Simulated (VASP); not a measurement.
Crystal: AlN.

```
CELL_PARAMETERS angstrom
3.17405 0.00000 0.00000
-1.58703 2.74881 0.00000
0.00000 0.00000 5.07869
ATOMIC_POSITIONS crystal
Al 0.66667 0.33333 0.50000
Al 0.33333 0.66667 0.00000
N 0.66667 0.33333 0.88000
N 0.33333 0.66667 0.38000
```

Base run:

```yaml
Program: VASP 6.6.1
Functional: BLYP
Potentials_or_basis: VASP PAW PBE potentials, release 64 (Al, N)
Cutoff: 520 eV
k_mesh: 10 × 10 × 6
Occupations: fermi-dirac, width 0.05 eV
Spin: no spin polarisation
```

Its results: band gap on the k mesh 3.98 eV, direct; pressure -4.1 GPa; largest force 0.073 eV/Å.

Task: The run is repeated on the same cell with these changes: functional from BLYP to PBEsol. What comes out?

Result: Band gap on the k mesh 3.65 eV, direct; pressure -10.3 GPa; largest force 0.091 eV/Å.

PBEsol binds more tightly than BLYP, so the same cell stands under less pressure.

Caveats: the PAW data sets were made with another functional, which shifts forces and pressure a little.

A k mesh can miss the band edges.
